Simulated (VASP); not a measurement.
# Ge (Cmmm) in VASP: further runs

Runs on Ge. Level: PBEsol. Tasks: single point.

Everything below comes from runs of VASP 6.6.1. Logs are shortened: lines on timing, memory, paths and dates and some standing lists are left out, and cuts for length are marked.

## (1) The cell of the first run

The structure is orthorhombic, space group Cmmm (No. 65). Conventional cell: a = 2.765 Å, b = 5.039 Å, c = 2.643 Å, α = 90.00°, β = 90.00°, γ = 90.00°. Within 3.5 Å of Ge (site symmetry mmm) lie 8 Ge at 2.64 to 2.87 Å.

## (2) Single point, PBEsol

INCAR reads:

```
PREC = Accurate ; ENCUT = 520
EDIFF = 1E-6 ; ISMEAR = 0
SIGMA = 0.15 ; LREAL = False
LASPH = True ; NELM = 80
ALGO = Normal ; ISIF = 2
LWAVE = False ; LCHARG = False
GGA = PS ; NBANDS = 13
```

KPOINTS reads:

```
regular mesh
0
Gamma
  24 24 22
```

POSCAR reads:

```
Ge
1.0
    1.3826056148     -2.5195012414      0.0000000000
    1.3826056148      2.5195012414      0.0000000000
    0.0000000000      0.0000000000      2.6427277819
Ge
1
Direct
    0.5000000000      0.5000000000      0.0000000000
```

Potentials or basis: VASP PAW PBE potentials, release 64 (Ge_d).

Command:

```sh
> cat potpaw_PBE.64/Ge_d/POTCAR > POTCAR
> mpirun -np 1 vasp_std > vasp.out
```

OUTCAR:

```text
PREC = Accurate
   ENCUT = 520
   EDIFF = 1E-6
   ISMEAR = 0
   LREAL = False
   LASPH = True
   NELM = 80
   ISIF = 2
   GGA = PS

 ion  position               nearest neighbor table
   1  0.500  0.500  0.000-

  LATTYP: Found a base centered orthorhombic cell.
 ALAT       =     2.7652112296
 B/A-ratio  =     1.8222848327
 C/A-ratio  =     0.9557055727

  Lattice vectors:

 A1 = (   1.3826056148,  -2.5195012414,   0.0000000000)
 A2 = (   1.3826056148,   2.5195012414,   0.0000000000)
 A3 = (   0.0000000000,   0.0000000000,   2.6427277819)

Analysis of symmetry for initial positions (statically):
=====================================================================
 Subroutine PRICEL returns:
 Original cell was already a primitive cell.

 Routine SETGRP: Setting up the symmetry group for a
 base centered orthorhombic supercell.

 Subroutine GETGRP returns: Found  8 space group operations
 (whereof  8 operations were pure point group operations)
 out of a pool of  8 trial point group operations.

The static configuration has the point symmetry D_2h.

Analysis of symmetry for dynamics (positions and initial velocities):
=====================================================================
 Subroutine PRICEL returns:
 Original cell was already a primitive cell.

 Routine SETGRP: Setting up the symmetry group for a
 base centered orthorhombic supercell.

 Subroutine GETGRP returns: Found  8 space group operations
 (whereof  8 operations were pure point group operations)
 out of a pool of  8 trial point group operations.

The dynamic configuration has the point symmetry D_2h.

 Subroutine INISYM returns: Found  8 space group operations
 (whereof  8 operations are pure point group operations),
 and found     1 'primitive' translations

----------------------------------------------------------------------------------------

                                     Primitive cell

  volume of cell :      18.4118

  direct lattice vectors                    reciprocal lattice vectors
     1.382605615 -2.519501241  0.000000000     0.361636026 -0.198451976  0.000000000
     1.382605615  2.519501241  0.000000000     0.361636026  0.198451976  0.000000000
     0.000000000  0.000000000  2.642727782     0.000000000  0.000000000  0.378396900

  length of vectors
     2.873931939  2.873931939  2.642727782     0.412509154  0.412509154  0.378396900

  position of ions in fractional coordinates (direct lattice)
     0.500000000  0.500000000  0.000000000

  ion indices of the primitive-cell ions
   primitive index   ion index
                 1           1

----------------------------------------------------------------------------------------

 KPOINTS: regular mesh

Automatic generation of k-mesh.
 Grid dimensions read from file:
 generate k-points for:   24   24   22

 Generating k-lattice:

  Cartesian coordinates                     Fractional coordinates (reciprocal lattice)
     0.015068168 -0.008268832  0.000000000     0.041666667 -0.000000000  0.000000000
     0.015068168  0.008268832  0.000000000    -0.000000000  0.041666667  0.000000000
     0.000000000  0.000000000  0.017199859     0.000000000  0.000000000  0.045454545

  Length of vectors
     0.017187881  0.017187881  0.017199859

  Shift w.r.t. Gamma in fractional coordinates (k-lattice)
     0.000000000  0.000000000  0.000000000

 Subroutine IBZKPT returns following result:
 ===========================================

 Found   1884 irreducible k-points:

 Following reciprocal coordinates:
            Coordinates               Weight
  0.000000  0.000000  0.000000      1.000000
  0.041667  0.000000  0.000000      4.000000
  0.083333  0.000000  0.000000      4.000000
  0.125000  0.000000  0.000000      4.000000
  0.166667  0.000000  0.000000      4.000000
  0.208333  0.000000  0.000000      4.000000
[... 16 lines left out ...]
  0.416667  0.041667  0.000000      4.000000
  0.458333  0.041667  0.000000      4.000000
 [... further k-points ...]
   k-points           NKPTS =   1884   k-points in BZ     NKDIM =   1884   number of bands    NBANDS=     13
   number of dos      NEDOS =    301   number of ions     NIONS =      1
   total plane-waves  NPLWV =  11520
   dimension x,y,z NGX =    24 NGY =   24 NGZ =   20
   dimension x,y,z NGXF=    48 NGYF=   48 NGZF=   40
   ions per type =               1
   NGX,Y,Z   is equivalent  to a cutoff of  13.88, 13.88, 12.58 a.u.
   NGXF,Y,Z  is equivalent  to a cutoff of  27.77, 27.77, 25.16 a.u.
 SYSTEM =  unknown system
   PREC   = accura    normal or accurate (medium, high low for compatibility)
   ISTART =      0    job   : 0-new  1-cont  2-samecut
   ICHARG =      2    charge: 1-file 2-atom 10-const
   ISPIN  =      1    spin polarized calculation?
   LNONCOLLINEAR =      F non collinear calculations
   LSORBIT =      F    spin-orbit coupling
   LASPH  =      T    aspherical Exc in radial PAW
   ENCUT  =  520.0 eV  38.22 Ry    6.18 a.u.   5.34  5.34  4.91*2*pi/ulx,y,z
   NELM   =     80;   NELMIN=  2; NELMDL= -5     # of ELM steps
   EDIFF  = 0.1E-05   stopping-criterion for ELM
   LREAL  =      F    real-space projection
   EDIFFG = 0.1E-04   stopping-criterion for IOM
   NSW    =      0    number of steps for IOM
   IBRION =     -1    ionic relax: 0-MD 1-quasi-New 2-CG
   NFREE  =      0    steps in history (QN), initial steepest desc. (CG)
   ISIF   =      2    stress and relaxation
   ISYM   =      2    0-nonsym 1-usesym 2-fastsym
   POTIM  = 0.5000    time-step for ionic-motion
   TEBEG  =    0.0;   TEEND  =   0.0 temperature during run
   PSTRESS=    0.0 pullay stress
   NELECT =      14.0000    total number of electrons
   NUPDOWN=      -1.0000    fix difference up-down
   EMIN   =  10.00;   EMAX   =-10.00  energy-range for DOS
   EFERMI =   0.00;   METHOD = LEGACY
   ISMEAR =     0;   SIGMA  =   0.15  broadening in eV -4-tet -1-fermi 0-gaus
   EFERMI_NEDOS =   21; number of points for ismear=-14 and -15
   IALGO  =     38    algorithm
   IMIX   =      4    mixing-type and parameters
     AMIX     =   0.40;   BMIX     =  1.00
     AMIX_MAG =   1.60;   BMIX_MAG =  1.00
  volume/ion in A,a.u.               =      18.41       124.25
  Fermi-wavevector in a.u.,A,eV,Ry     =   1.494236  2.823696 30.378271  2.232740
  Thomas-Fermi vector in A             =   2.606534
   LORBIT       =      0    0 simple, 1 ext, 2 COOP (PROOUT), +10 PAW based schemes
   GGA     = PS    functional components
   LHFCALC =     F    Hartree Fock is set to
   AEXX    =    0.0000 exact exchange contribution
   IVDW    =     0    specifies the selected vdW correction
   LEPSILON=     F    determine dielectric tensor
   LRPA    =     F    only Hartree local field effects (RPA)
 non-spin polarized calculation
 Gauss-broadening in eV      SIGMA  =   0.15
  energy-cutoff  :      520.00
  volume of cell :       18.41
 maximum number of plane-waves:       512
 NGX is ok and might be reduce to    24
   NGX = 11   NGY = 11   NGZ =  9

 number of electron      13.9999994 magnetization

 Free energy of the ion-electron system (eV)
  ---------------------------------------------------
  ext. energy  EPLUGINS =         0.00000000
  ---------------------------------------------------
  free energy    TOTEN  =        -4.75224839 eV

  energy without entropy =       -4.74785040  energy(sigma->0) =       -4.75004939

 E-fermi :   6.7795     XC(G=0): -11.5041

 val. band max:        6.7769030834   @ k =  -0.2917   0.1250   0.2727
 cond. band min:       6.7873356996   @ k =   0.2500   0.0000   0.2727
 fundamental gap:      0.0104326161
 Fermi energy:         6.7795450377

 k-point     1 :       0.0000    0.0000    0.0000
  band No.  band energies     occupation
      1     -17.9615      2.00000
      2     -17.8732      2.00000
      3     -17.8303      2.00000
      4     -17.6992      2.00000
      5     -17.6860      2.00000
      6      -6.6396      2.00000
      7      13.7474      0.00000
      8      14.6285      0.00000
      9      15.7178      0.00000
     10      17.2130      0.00000
     11      20.0801      0.00000
     12      21.8448      0.00000
     13      22.2176      0.00000

 k-point     2 :       0.0417    0.0000    0.0000
  band No.  band energies     occupation
      1     -17.9601      2.00000
      2     -17.8711      2.00000
      3     -17.8305      2.00000
      4     -17.6995      2.00000
      5     -17.6869      2.00000
      6      -6.5958      2.00000
      7      13.7908      0.00000
      8      14.4107      0.00000
      9      15.2421      0.00000
     10      17.3968      0.00000
     11      20.0707      0.00000
     12      20.9933      0.00000
     13      22.4963      0.00000

 k-point     3 :       0.0833    0.0000    0.0000
  band No.  band energies     occupation
      1     -17.9560      2.00000
      2     -17.8655      2.00000
      3     -17.8305      2.00000
      4     -17.7007      2.00000
      5     -17.6897      2.00000
      6      -6.4643      2.00000
      7      13.6607      0.00000
      8      13.9204      0.00000
      9      14.4074      0.00000
     10      17.6423      0.00000
     11      19.4011      0.00000
     12      21.2296      0.00000
     13      23.2618      0.00000
[... 305 lines left out ...]
 k-point    23 :       0.4167    0.0417    0.0000
  band No.  band energies     occupation
      1     -17.9300      2.00000
      2     -17.8361      2.00000
      3     -17.7484      2.00000
      4     -17.7136      2.00000
      5     -17.7112      2.00000
      6      -1.9326      2.00000
      7       1.9527      2.00000
      8      10.2205      0.00000
      9      15.0800      0.00000
     10      17.6259      0.00000
     11      22.4922      0.00000
     12      24.5409      0.00000
     13      25.2245      0.00000

 k-point    24 :       0.4583    0.0417    0.0000
  band No.  band energies     occupation
      1     -17.9310      2.00000
      2     -17.8338      2.00000
      3     -17.7501      2.00000
      4     -17.7117      2.00000
      5     -17.7093      2.00000
      6      -1.3293      2.00000
      7       1.1891      2.00000
      8      10.0829      0.00000
      9      15.0491      0.00000
     10      17.8932      0.00000
     11      23.3339      0.00000
     12      24.1214      0.00000
     13      24.2770      0.00000

 [... further k-points ...]

------------------------ aborting loop because EDIFF is reached ----------------------------------------

  FORCE on cell =-STRESS in cart. coord.  units (eV):
  Direction    XX          YY          ZZ          XY          YZ          ZX
  --------------------------------------------------------------------------------------
  -------------------------------------------------------------------------------------
  Total        0.1628186     -0.1296900     -0.0614747      0.0000000      0.0000000      0.0000000
  in kB       14.1683479    -11.2855257     -5.3494791      0.0000000      0.0000000      0.0000000
  external PRESSURE =      -0.8222190 kB  Pullay stress =       0.0000000 kB

 VOLUME and BASIS-vectors are now :
 -----------------------------------------------------------------------------
  energy-cutoff  :      520.00
  volume of cell :       18.41
      direct lattice vectors                 reciprocal lattice vectors
     1.382605615 -2.519501241  0.000000000     0.361636026 -0.198451976  0.000000000
     1.382605615  2.519501241  0.000000000     0.361636026  0.198451976  0.000000000
     0.000000000  0.000000000  2.642727782     0.000000000  0.000000000  0.378396900

 POSITION                                       TOTAL-FORCE (eV/Angst)
 -----------------------------------------------------------------------------------
      1.38261      0.00000      0.00000        -0.000000     -0.000000      0.000000
 -----------------------------------------------------------------------------------
    total drift:                               -0.000000     -0.000000     -0.000000

  FREE ENERGIE OF THE ION-ELECTRON SYSTEM (eV)
  ---------------------------------------------------
  free  energy   TOTEN  =        -4.7522483892 eV

  energy  without entropy=       -4.7478503984  energy(sigma->0) =       -4.75004939
```

It took 2.2 min on 1 thread of AMD EPYC 9R45 (Zen 5), shared host; peak memory 0.46 GiB.

Results:

```yaml
Free_energy: -4.7522 eV
Pressure: -0.1 GPa
Band_gap_on_the_k_mesh: zero (bands 7 and 8 overlap by 10.64 eV)
```

Caveat: the PAW data sets were made with another functional, which shifts forces and pressure a little.

[end of part 1 of 2]
